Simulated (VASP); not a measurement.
A run of VASP 6.6.1 is set up as follows.

The input INCAR:

```
PREC = Accurate
ENCUT = 520
EDIFF = 1E-7
ISMEAR = 0
SIGMA = 0.2
LREAL = F
LASPH = T
NELM = 100
ALGO = Normal
ISIF = 2
LWAVE = F
LCHARG = F
GGA = PE
NBANDS = 41
```

KPOINTS

```
Automatic mesh
0
Gamma
  5 5 5
```

POSCAR

```
Sc4BP3
1.0
   -2.6180107653      2.6180107653      5.2200668590
    2.6180107653     -2.6180107653      5.2200668590
    2.6180107653      2.6180107653     -5.2200668590
Sc B P
4 1 3
Direct
    0.7544991592      0.7544991592      0.0000000000
    0.0000000000      0.5000000000      0.5000000000
    0.2455008408      0.2455008408      0.0000000000
    0.5000000000      0.0000000000      0.5000000000
    0.0000000000      0.0000000000      0.0000000000
    0.7500000000      0.2500000000      0.5000000000
    0.5000000000      0.5000000000      0.0000000000
    0.2500000000      0.7500000000      0.5000000000
```

Potentials or basis: VASP PAW PBE potentials, release 64 (Sc_sv, B, P).

Command:

```sh
$ cat potpaw_PBE.64/Sc_sv/POTCAR potpaw_PBE.64/B/POTCAR potpaw_PBE.64/P/POTCAR > POTCAR
$ mpirun -np 1 vasp_std > vasp.out
```

Question: Predict the pressure.

Answer: 0.1 GPa.

Question: What does it give for the band gap on the k mesh?

Answer: Zero (bands 31 and 32 overlap by 1.95 eV).

Stress tensor (GPa, compression positive):
```
0.07 0.00 0.00
0.00 0.07 0.00
0.00 0.00 0.20
```
